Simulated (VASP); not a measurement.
# Ru (P6_3/mmc) in VASP: notebook

Ru is run at these levels: LDA; tasks: single point.

Program: VASP 6.6.1. These are calculated values, not measurements. Logs are shortened: lines on timing, memory, paths and dates and some standing lists are left out, and cuts for length are marked.

## 1. The cell of the first run

The structure is hexagonal, space group P6_3/mmc (No. 194). Conventional cell: a = 2.033 Å, b = 2.033 Å, c = 3.291 Å, α = 90.00°, β = 90.00°, γ = 120.00°. Within 2.7 Å of Ru (site symmetry -6m2) lie 12 Ru at 2.02 to 2.03 Å.

## 2. Single point, LDA

Contents of INCAR:

```
ALGO = Normal ; EDIFF = 1E-6
ENCUT = 560 ; GGA_COMPAT = False
ISIF = 2 ; ISMEAR = -1
LASPH = True ; LCHARG = False
LREAL = False ; LWAVE = False
NBANDS = 23 ; NELM = 120
PREC = Accurate ; SIGMA = 0.05
```

Contents of KPOINTS:

```
k-points
0
Gamma
  18 18 10
```

Contents of POSCAR:

```
Ru
1.0
    2.0328652754      0.0000000000      0.0000000000
   -1.0164326377      1.7605129709      0.0000000000
    0.0000000000      0.0000000000      3.2906585702
Ru
2
Direct
    0.3333333333      0.6666666667      0.2500000000
    0.6666666667      0.3333333333      0.7500000000
```

Potentials or basis: VASP PAW LDA potentials, release 64 (Ru_sv).

Started as:

```
$ cat potpaw_LDA.64/Ru_sv/POTCAR > POTCAR
$ mpirun -np 1 vasp_std > vasp.out
```

OUTCAR:

```text
EDIFF = 1E-6
   ENCUT = 560
   ISIF = 2
   ISMEAR = -1
   LASPH = True
   LREAL = False
   NELM = 120
   PREC = Accurate

 ion  position               nearest neighbor table
   1  0.333  0.667  0.250-   2 2.02   2 2.02   2 2.02   2 2.02   2 2.02   2 2.02
   2  0.667  0.333  0.750-   1 2.02   1 2.02   1 2.02   1 2.02   1 2.02   1 2.02

  LATTYP: Found a hexagonal cell.
 ALAT       =     2.0328652754
 C/A-ratio  =     1.6187292931

  Lattice vectors:

 A1 = (   2.0328652754,   0.0000000000,   0.0000000000)
 A2 = (  -1.0164326377,   1.7605129709,   0.0000000000)
 A3 = (   0.0000000000,   0.0000000000,   3.2906585702)

Analysis of symmetry for initial positions (statically):
=====================================================================
 Subroutine PRICEL returns:
 Original cell was already a primitive cell.

 Routine SETGRP: Setting up the symmetry group for a
 hexagonal supercell.

 Subroutine GETGRP returns: Found 24 space group operations
 (whereof 12 operations were pure point group operations)
 out of a pool of 24 trial point group operations.

The static configuration has the point symmetry D_3d.
 The point group associated with its full space group is D_6h.

Analysis of symmetry for dynamics (positions and initial velocities):
=====================================================================
 Subroutine PRICEL returns:
 Original cell was already a primitive cell.

 Routine SETGRP: Setting up the symmetry group for a
 hexagonal supercell.

 Subroutine GETGRP returns: Found 24 space group operations
 (whereof 12 operations were pure point group operations)
 out of a pool of 24 trial point group operations.

The dynamic configuration has the point symmetry D_3d.
 The point group associated with its full space group is D_6h.

 Subroutine INISYM returns: Found 24 space group operations
 (whereof 12 operations are pure point group operations),
 and found     1 'primitive' translations

----------------------------------------------------------------------------------------

                                     Primitive cell

  volume of cell :      11.7769

  direct lattice vectors                    reciprocal lattice vectors
     2.032865275  0.000000000  0.000000000     0.491916514  0.284008132  0.000000000
    -1.016432638  1.760512971  0.000000000     0.000000000  0.568016264  0.000000000
     0.000000000  0.000000000  3.290658570     0.000000000  0.000000000  0.303890537

  length of vectors
     2.032865275  2.032865275  3.290658570     0.568016264  0.568016264  0.303890537

  position of ions in fractional coordinates (direct lattice)
     0.333333333  0.666666667  0.250000000
     0.666666667  0.333333333  0.750000000

  ion indices of the primitive-cell ions
   primitive index   ion index
                 1           1
                 2           2

----------------------------------------------------------------------------------------

 KPOINTS: k-points

Automatic generation of k-mesh.
 Grid dimensions read from file:
 generate k-points for:   18   18   10

 Generating k-lattice:

  Cartesian coordinates                     Fractional coordinates (reciprocal lattice)
     0.027328695  0.015778230  0.000000000     0.055555556  0.000000000  0.000000000
     0.000000000  0.031556459  0.000000000     0.000000000  0.055555556  0.000000000
     0.000000000  0.000000000  0.030389054     0.000000000  0.000000000  0.100000000

  Length of vectors
     0.031556459  0.031556459  0.030389054

  Shift w.r.t. Gamma in fractional coordinates (k-lattice)
     0.000000000  0.000000000  0.000000000

 Subroutine IBZKPT returns following result:
 ===========================================

 Found    222 irreducible k-points:

 Following reciprocal coordinates:
            Coordinates               Weight
  0.000000  0.000000  0.000000      1.000000
  0.055556 -0.000000  0.000000      6.000000
  0.111111 -0.000000  0.000000      6.000000
  0.166667  0.000000  0.000000      6.000000
  0.222222  0.000000  0.000000      6.000000
  0.277778  0.000000  0.000000      6.000000
[... 16 lines left out ...]
  0.333333  0.111111  0.000000     12.000000
  0.388889  0.111111  0.000000     12.000000
 [... further k-points ...]
   k-points           NKPTS =    222   k-points in BZ     NKDIM =    222   number of bands    NBANDS=     23
   number of dos      NEDOS =    301   number of ions     NIONS =      2
   total plane-waves  NPLWV =   7168
   dimension x,y,z NGX =    16 NGY =   16 NGZ =   28
   dimension x,y,z NGXF=    32 NGYF=   32 NGZF=   56
   ions per type =               2
   NGX,Y,Z   is equivalent  to a cutoff of  13.08, 13.08, 14.15 a.u.
   NGXF,Y,Z  is equivalent  to a cutoff of  26.17, 26.17, 28.29 a.u.
 SYSTEM =  unknown system
   PREC   = accura    normal or accurate (medium, high low for compatibility)
   ISTART =      0    job   : 0-new  1-cont  2-samecut
   ICHARG =      2    charge: 1-file 2-atom 10-const
   ISPIN  =      1    spin polarized calculation?
   LNONCOLLINEAR =      F non collinear calculations
   LSORBIT =      F    spin-orbit coupling
   LASPH  =      T    aspherical Exc in radial PAW
   ENCUT  =  560.0 eV  41.16 Ry    6.42 a.u.   3.92  3.92  6.35*2*pi/ulx,y,z
   NELM   =    120;   NELMIN=  2; NELMDL= -5     # of ELM steps
   EDIFF  = 0.1E-05   stopping-criterion for ELM
   LREAL  =      F    real-space projection
   EDIFFG = 0.1E-04   stopping-criterion for IOM
   NSW    =      0    number of steps for IOM
   IBRION =     -1    ionic relax: 0-MD 1-quasi-New 2-CG
   NFREE  =      0    steps in history (QN), initial steepest desc. (CG)
   ISIF   =      2    stress and relaxation
   ISYM   =      2    0-nonsym 1-usesym 2-fastsym
   POTIM  = 0.5000    time-step for ionic-motion
   TEBEG  =    0.0;   TEEND  =   0.0 temperature during run
   PSTRESS=    0.0 pullay stress
   NELECT =      32.0000    total number of electrons
   NUPDOWN=      -1.0000    fix difference up-down
   EMIN   =  10.00;   EMAX   =-10.00  energy-range for DOS
   EFERMI =   0.00;   METHOD = LEGACY
   ISMEAR =    -1;   SIGMA  =   0.05  broadening in eV -4-tet -1-fermi 0-gaus
   EFERMI_NEDOS =   21; number of points for ismear=-14 and -15
   IALGO  =     38    algorithm
   IMIX   =      4    mixing-type and parameters
     AMIX     =   0.40;   BMIX     =  1.00
     AMIX_MAG =   1.60;   BMIX_MAG =  1.00
  volume/ion in A,a.u.               =       5.89        39.74
  Fermi-wavevector in a.u.,A,eV,Ry     =   2.284448  4.316981 71.004759  5.218703
  Thomas-Fermi vector in A             =   3.222883
   LORBIT       =      0    0 simple, 1 ext, 2 COOP (PROOUT), +10 PAW based schemes
   GGA     = CA    functional components
   LHFCALC =     F    Hartree Fock is set to
   AEXX    =    0.0000 exact exchange contribution
   IVDW    =     0    specifies the selected vdW correction
   LEPSILON=     F    determine dielectric tensor
   LRPA    =     F    only Hartree local field effects (RPA)
 non-spin polarized calculation
  energy-cutoff  :      560.00
  volume of cell :       11.78
 maximum number of plane-waves:       368
 NGX is ok and might be reduce to    16
   NGX =  7   NGY =  7   NGZ = 13

 number of electron      32.0000002 magnetization

 Free energy of the ion-electron system (eV)
  ---------------------------------------------------
  ext. energy  EPLUGINS =         0.00000000
  ---------------------------------------------------
  free energy    TOTEN  =        16.39257594 eV

  energy without entropy =       16.39732487  energy(sigma->0) =       16.39495040

 E-fermi :  40.8380     XC(G=0): -20.3878

 val. band max:       40.8335350847   @ k =   0.3889   0.2222   0.2000
 cond. band min:      40.8530115854   @ k =   0.1667   0.0000   0.3000
 fundamental gap:      0.0194765007
 Fermi energy:        40.8379637748

 k-point     1 :       0.0000    0.0000    0.0000
  band No.  band energies     occupation
      1     -39.3064      2.00000
      2     -35.4769      2.00000
      3     -13.0241      2.00000
      4      -3.2261      2.00000
      5      -3.2261      2.00000
      6      -1.7478      2.00000
[... 15 lines left out ...]
     22      53.9870      0.00000
     23      55.4269      0.00000

 k-point     2 :       0.0556   -0.0000    0.0000
  band No.  band energies     occupation
      1     -39.2264      2.00000
      2     -35.4307      2.00000
      3     -12.9356      2.00000
      4      -3.5661      2.00000
      5      -3.3333      2.00000
      6      -2.0304      2.00000
[... 15 lines left out ...]
     22      54.4730      0.00000
     23      56.1150      0.00000

 k-point     3 :       0.1111   -0.0000    0.0000
  band No.  band energies     occupation
      1     -38.9906      2.00000
      2     -35.2974      2.00000
      3     -12.6728      2.00000
      4      -4.5011      2.00000
      5      -3.6240      2.00000
      6      -2.8246      2.00000
[... 15 lines left out ...]
     22      55.7690      0.00000
     23      58.0486      0.00000

 k-point     4 :       0.1667    0.0000    0.0000
  band No.  band energies     occupation
      1     -38.6117      2.00000
      2     -35.0947      2.00000
      3     -12.2443      2.00000
      4      -5.8322      2.00000
      5      -4.0320      2.00000
      6      -3.9924      2.00000
[... 15 lines left out ...]
     22      57.1201      0.00000
     23      60.9062      0.00000

 k-point     5 :       0.2222    0.0000    0.0000
  band No.  band energies     occupation
      1     -38.1119      2.00000
      2     -34.8520      2.00000
      3     -11.6662      2.00000
      4      -7.3376      2.00000
      5      -5.3616      2.00000
      6      -4.4886      2.00000
[... 434 lines left out ...]
 k-point    22 :       0.2778    0.1111    0.0000
  band No.  band energies     occupation
      1     -36.7292      2.00000
      2     -34.3670      2.00000
      3      -9.9554      2.00000
      4      -9.9538      2.00000
      5      -8.3627      2.00000
      6      -5.7138      2.00000
[... 15 lines left out ...]
     22      64.1910      0.00000
     23      64.4588      0.00000

 k-point    23 :       0.3333    0.1111    0.0000
  band No.  band energies     occupation
      1     -36.1483      2.00000
      2     -34.2837      2.00000
      3     -10.9175      2.00000
      4      -9.1597      2.00000
      5      -9.1214      2.00000
      6      -6.2328      2.00000
[... 15 lines left out ...]
     22      62.4954      0.00000
     23      62.8836      0.00000

 k-point    24 :       0.3889    0.1111    0.0000
  band No.  band energies     occupation
      1     -35.6888      2.00000
      2     -34.2945      2.00000
      3     -11.5313      2.00000
      4      -9.6299      2.00000
      5      -8.4763      2.00000
      6      -6.5524      2.00000
[... 15 lines left out ...]
     22      60.6682      0.00000
     23      61.5070      0.00000

 [... further k-points ...]
[... 5 lines left out ...]
  --------------------------------------------------------------------------------------
  -------------------------------------------------------------------------------------
  Total      123.5321511    123.5321511    123.5691499     -0.0000000      0.0000000      0.0000000
  in kB    16805.8288458  16805.8288445  16810.8623166     -0.0000000      0.0000000      0.0000000
  external PRESSURE =   16807.5066690 kB  Pullay stress =       0.0000000 kB

 VOLUME and BASIS-vectors are now :
 -----------------------------------------------------------------------------
  energy-cutoff  :      560.00
  volume of cell :       11.78
      direct lattice vectors                 reciprocal lattice vectors
     2.032865275  0.000000000  0.000000000     0.491916514  0.284008132  0.000000000
    -1.016432638  1.760512971  0.000000000     0.000000000  0.568016264  0.000000000
     0.000000000  0.000000000  3.290658570     0.000000000  0.000000000  0.303890537

 POSITION                                       TOTAL-FORCE (eV/Angst)
 -----------------------------------------------------------------------------------
     -0.00000      1.17368      0.82266         0.000000      0.000000      0.000000
      1.01643      0.58684      2.46799        -0.000000     -0.000000      0.000000
 -----------------------------------------------------------------------------------
    total drift:                               -0.000000      0.000000     -0.000000

  FREE ENERGIE OF THE ION-ELECTRON SYSTEM (eV)
  ---------------------------------------------------
  free  energy   TOTEN  =        16.3925759434 eV

  energy  without entropy=       16.3973248661  energy(sigma->0) =       16.39495040
```

It took 15 s on 1 thread of Intel Xeon 6975P-C (Granite Rapids), shared host; peak memory 0.16 GiB.

The run converged, but its numbers aren't listed here, since they failed a check.

Caveat: atoms lie so close that the PAW spheres overlap strongly, which falsifies energies and pressures; the cell stands under pressure.

## 3. Single point, LDA

This run uses another cell than the first one, of 9.42 Å³/atom.

Contents of INCAR:

```
ALGO     = Normal         # electronic algorithm
EDIFF    = 1E-6           # SCF threshold, eV
ENCUT    = 560            # plane-wave cutoff, eV
GGA_COMPAT= F            
ISIF     = 2              # what is computed and relaxed
ISMEAR   = -1             # smearing method
LASPH    = T              # aspherical terms in the spheres
LCHARG   = T              # write CHGCAR
LELF     = T              # ELF
LREAL    = F              # projectors in reciprocal space
LVHAR    = T            
LWAVE    = F              # write WAVECAR
NBANDS   = 23             # bands
NELM     = 120            # most SCF steps
PREC     = Accurate       # precision mode
SIGMA    = 0.05           # smearing width, eV
```

KPOINTS is that of step 2.

Contents of POSCAR:

```
Ru
1.0
    2.3879927603      0.0000000000      0.0000000000
   -1.1939963801      2.0680623944      0.0000000000
    0.0000000000      0.0000000000      3.8155222410
Ru
2
Direct
    0.3333333333      0.6666666667      0.2500000000
    0.6666666667      0.3333333333      0.7500000000
```

Potentials or basis: VASP PAW LDA potentials, release 64 (Ru_sv).

Started as:

```
$ cat potpaw_LDA.64/Ru_sv/POTCAR > POTCAR
$ mpirun -np 1 vasp_std > vasp.out
```

Wall time 39 s (1 thread of Intel Xeon Platinum 8488C (Sapphire Rapids), shared host); peak memory 0.18 GiB.

It converged, with:

| Item | Value |
| --- | --- |
| Free energy | -17.0090 eV |
| Pressure | 258.1 GPa |
| Band gap on the k mesh | zero (bands 16 and 17 overlap by 5.55 eV) |

Stress tensor (GPa, compression positive):
```
258.14   0.00   0.00
  0.00 258.14   0.00
  0.00   0.00 257.99
```

Levels at points of the mesh, in eV from the Fermi level:
| k point | band 13 | band 14 | band 15 | band 16 | band 17 | band 18 | band 19 | band 20 |
| --- | --- | --- | --- | --- | --- | --- | --- | --- |
| (0.00, 0.00, 0.00) | -4.35 | -3.35 | -3.35 | -2.31 | -2.31 | 1.93 | 1.93 | 2.30 |
| (0.50, 0.00, 0.00) | -3.29 | -2.41 | -2.04 | 2.70 | 3.42 | 3.43 | 6.89 | 9.65 |
| (0.00, 0.00, 0.50) | -4.74 | -4.74 | -3.71 | -3.71 | 0.98 | 0.98 | 0.98 | 0.98 |
| (0.50, 0.00, 0.50) | -1.83 | -1.83 | 1.00 | 1.00 | 3.13 | 3.13 | 5.60 | 5.60 |

Caveat: the cell stands under pressure.

[end of part 1 of 2]

The gap in the log of VASP goes by the Fermi energy; the results here count the filled bands.